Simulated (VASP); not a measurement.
# Na2S (Fm-3m) in VASP: a series of runs

The runs below take Na2S through single point, with PBE.

Program: VASP 6.6.1. These are calculated values, not measurements. Logs are shortened: lines on timing, memory, paths and dates and some standing lists are left out, and cuts for length are marked.

### 1 The cell of the first run

It takes space group Fm-3m (No. 225, cubic). Conventional cell: a = 6.274 Å, b = 6.274 Å, c = 6.274 Å, α = 90.00°, β = 90.00°, γ = 90.00°. Within 3.6 Å of Na (site symmetry -43m) lie 4 S at 2.72 Å and 6 Na at 3.14 Å. S (site symmetry m-3m) has 8 Na at 2.72 Å within 3.6 Å.

### 2 Single point, PBE

INCAR reads:

```
PREC = Accurate
ENCUT = 500
EDIFF = 1E-6
ISMEAR = 0
SIGMA = 0.01
LREAL = False
LASPH = True
NELM = 120
ALGO = Normal
ISIF = 2
LWAVE = False
LCHARG = True
GGA = PE
LELF = True
LVHAR = True
NBANDS = 17
GGA_COMPAT = False
```

KPOINTS reads:

```
Automatic mesh
0
Gamma
  5 5 5
```

POSCAR reads:

```
Na2S
1.0
    0.0000000000      3.1369425804      3.1369425804
    3.1369425804      0.0000000000      3.1369425804
    3.1369425804      3.1369425804      0.0000000000
Na S
2 1
Direct
    0.2500000000      0.2500000000      0.2500000000
    0.7500000000      0.7500000000      0.7500000000
    0.0000000000      0.0000000000      0.0000000000
```

Potentials or basis: VASP PAW PBE potentials, release 64 (Na_pv, S).

Launch:

```
cat potpaw_PBE.64/Na_pv/POTCAR potpaw_PBE.64/S/POTCAR > POTCAR
mpirun -np 1 vasp_std > vasp.out
```

OUTCAR:

```text
PREC = Accurate
   ENCUT = 500
   EDIFF = 1E-6
   ISMEAR = 0
   LREAL = False
   LASPH = True
   NELM = 120
   ISIF = 2
   GGA = PE

 ion  position               nearest neighbor table
   1  0.250  0.250  0.250-   3 2.72   3 2.72   3 2.72   3 2.72
   2  0.750  0.750  0.750-   3 2.72   3 2.72   3 2.72   3 2.72
   3  0.000  0.000  0.000-   2 2.72   2 2.72   2 2.72   1 2.72   2 2.72   1 2.72   1 2.72   1 2.72

  LATTYP: Found a face centered cubic cell.
 ALAT       =     6.2738851608

  Lattice vectors:

 A1 = (   0.0000000000,   3.1369425804,   3.1369425804)
 A2 = (   3.1369425804,   0.0000000000,   3.1369425804)
 A3 = (   3.1369425804,   3.1369425804,   0.0000000000)

Analysis of symmetry for initial positions (statically):
=====================================================================
 Subroutine PRICEL returns:
 Original cell was already a primitive cell.

 Routine SETGRP: Setting up the symmetry group for a
 face centered cubic supercell.

 Subroutine GETGRP returns: Found 48 space group operations
 (whereof 48 operations were pure point group operations)
 out of a pool of 48 trial point group operations.

The static configuration has the point symmetry O_h .

Analysis of symmetry for dynamics (positions and initial velocities):
=====================================================================
 Subroutine PRICEL returns:
 Original cell was already a primitive cell.

 Routine SETGRP: Setting up the symmetry group for a
 face centered cubic supercell.

 Subroutine GETGRP returns: Found 48 space group operations
 (whereof 48 operations were pure point group operations)
 out of a pool of 48 trial point group operations.

The dynamic configuration has the point symmetry O_h .

 Subroutine INISYM returns: Found 48 space group operations
 (whereof 48 operations are pure point group operations),
 and found     1 'primitive' translations

----------------------------------------------------------------------------------------

                                     Primitive cell

  volume of cell :      61.7376

  direct lattice vectors                    reciprocal lattice vectors
     0.000000000  3.136942580  3.136942580    -0.159390868  0.159390868  0.159390868
     3.136942580  0.000000000  3.136942580     0.159390868 -0.159390868  0.159390868
     3.136942580  3.136942580  0.000000000     0.159390868  0.159390868 -0.159390868

  length of vectors
     4.436306742  4.436306742  4.436306742     0.276073081  0.276073081  0.276073081

  position of ions in fractional coordinates (direct lattice)
[... 67 lines left out ...]
   LREAL  =      F    real-space projection
   EDIFFG = 0.1E-04   stopping-criterion for IOM
   NSW    =      0    number of steps for IOM
   IBRION =     -1    ionic relax: 0-MD 1-quasi-New 2-CG
   NFREE  =      0    steps in history (QN), initial steepest desc. (CG)
   ISIF   =      2    stress and relaxation
   ISYM   =      2    0-nonsym 1-usesym 2-fastsym
   POTIM  = 0.5000    time-step for ionic-motion
   TEBEG  =    0.0;   TEEND  =   0.0 temperature during run
   PSTRESS=    0.0 pullay stress
   NELECT =      20.0000    total number of electrons
   NUPDOWN=      -1.0000    fix difference up-down
   EMIN   =  10.00;   EMAX   =-10.00  energy-range for DOS
   EFERMI =   0.00;   METHOD = LEGACY
   ISMEAR =     0;   SIGMA  =   0.01  broadening in eV -4-tet -1-fermi 0-gaus
   EFERMI_NEDOS =   21; number of points for ismear=-14 and -15
   IALGO  =     38    algorithm
   IMIX   =      4    mixing-type and parameters
     AMIX     =   0.40;   BMIX     =  1.00
     AMIX_MAG =   1.60;   BMIX_MAG =  1.00
  volume/ion in A,a.u.               =      20.58       138.88
  Fermi-wavevector in a.u.,A,eV,Ry     =   1.124350  2.124714 17.199986  1.264163
  Thomas-Fermi vector in A             =   2.261022
   LORBIT       =      0    0 simple, 1 ext, 2 COOP (PROOUT), +10 PAW based schemes
   GGA     = PE    functional components
   LHFCALC =     F    Hartree Fock is set to
   AEXX    =    0.0000 exact exchange contribution
   IVDW    =     0    specifies the selected vdW correction
   LEPSILON=     F    determine dielectric tensor
   LRPA    =     F    only Hartree local field effects (RPA)
 non-spin polarized calculation
 Gauss-broadening in eV      SIGMA  =   0.01
  energy-cutoff  :      500.00
  volume of cell :       61.74
 maximum number of plane-waves:      1584
   NGX = 17   NGY = 17   NGZ = 17

 number of electron      20.0000013 magnetization

 Free energy of the ion-electron system (eV)
  ---------------------------------------------------
  ext. energy  EPLUGINS =         0.00000000
  ---------------------------------------------------
  free energy    TOTEN  =        -9.84181744 eV

  energy without entropy =       -9.84181744  energy(sigma->0) =       -9.84181744

 E-fermi :   0.8113     XC(G=0):  -8.3033

 val. band max:        0.7673617888   @ k =   0.0000   0.0000   0.0000
 cond. band min:       3.6913175933   @ k =   0.0000   0.0000   0.0000
 fundamental gap:      2.9239558045
 Fermi energy:         0.8112985057

 k-point     1 :       0.0000    0.0000    0.0000
  band No.  band energies     occupation
      1     -21.2332      2.00000
      2     -21.2332      2.00000
      3     -21.2332      2.00000
      4     -21.1540      2.00000
      5     -21.1540      2.00000
      6     -21.1540      2.00000
[... 177 lines left out ...]
      4     -21.1821      2.00000
      5     -21.1462      2.00000
      6     -21.1403      2.00000
[... 9 lines left out ...]
     16      11.9776      0.00000
     17      14.2371      0.00000

------------------------ aborting loop because EDIFF is reached ----------------------------------------

  FORCE on cell =-STRESS in cart. coord.  units (eV):
  Direction    XX          YY          ZZ          XY          YZ          ZX
  --------------------------------------------------------------------------------------
  -------------------------------------------------------------------------------------
  Total        2.0137303      2.0137303      2.0137303      0.0000000      0.0000000      0.0000000
  in kB       52.2591303     52.2591303     52.2591303      0.0000000      0.0000000      0.0000000
  external PRESSURE =      52.2591303 kB  Pullay stress =       0.0000000 kB

 VOLUME and BASIS-vectors are now :
 -----------------------------------------------------------------------------
  energy-cutoff  :      500.00
  volume of cell :       61.74
      direct lattice vectors                 reciprocal lattice vectors
     0.000000000  3.136942580  3.136942580    -0.159390868  0.159390868  0.159390868
     3.136942580  0.000000000  3.136942580     0.159390868 -0.159390868  0.159390868
     3.136942580  3.136942580  0.000000000     0.159390868  0.159390868 -0.159390868

 POSITION                                       TOTAL-FORCE (eV/Angst)
 -----------------------------------------------------------------------------------
      1.56847      1.56847      1.56847         0.000000      0.000000      0.000000
      4.70541      4.70541      4.70541        -0.000000     -0.000000     -0.000000
      0.00000      0.00000      0.00000         0.000000      0.000000      0.000000
 -----------------------------------------------------------------------------------
    total drift:                               -0.000000     -0.000000      0.000000

  FREE ENERGIE OF THE ION-ELECTRON SYSTEM (eV)
  ---------------------------------------------------
  free  energy   TOTEN  =        -9.8418174395 eV

  energy  without entropy=       -9.8418174395  energy(sigma->0) =       -9.84181744
```

stdout:

```text
POSCAR found type information on POSCAR NaS
 POSCAR found :  2 types and       3 ions
 scaLAPACK will be used
 LDA part: xc-table for (Slater+PW92), standard interpolation
 POSCAR, INCAR and KPOINTS ok, starting setup
 FFT: planning ... GRIDC
 FFT: planning ... GRID_SOFT
 FFT: planning ... GRID
 WAVECAR not read
 entering main loop
```

Wall time 11 s (1 thread of Intel Xeon 6975P-C, shared host); peak memory 0.17 GiB.

What came out:

- Free energy: -9.8418 eV
- Pressure: 5.2 GPa
- Band gap on the k mesh: 2.92 eV, direct

[end of part 1 of 3]
